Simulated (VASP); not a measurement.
The system is BN.

```
N B
1.0
     2.49824    0.00000    0.00000
    -1.24912    2.16354    0.00000
     0.00000    0.00000    6.63570
N B
2 2
Direct
  0.66667 0.33333 0.25000
  0.33333 0.66667 0.75000
  0.66667 0.33333 0.75000
  0.33333 0.66667 0.25000
```

Base run:

```yaml
Program: VASP 6.6.1
Functional: r2SCAN-based global hybrid with 15 % exact exchange
Potentials_or_basis: VASP PAW PBE potentials, release 64 (N, B)
Cutoff: 520 eV
k_mesh: 7 × 7 × 3
Occupations: fermi-dirac, width 0.05 eV
Spin: no spin polarisation
```

Its results: band gap on the k mesh 6.26 eV (least direct gap 6.49 eV); pressure -0.5 GPa.

Question: The run is repeated on the same cell with these changes: functional from r2SCAN-based global hybrid with 15 % exact exchange to r2SCAN-based global hybrid with 10 % exact exchange; share of exact exchange from 0.15 to 0.1. What comes out?

Answer: Band gap on the k mesh 5.88 eV (least direct gap 6.10 eV); pressure 0.2 GPa.

Caveats: the PAW data sets were made with another functional, which shifts forces and pressure a little.

A k mesh can miss the band edges.
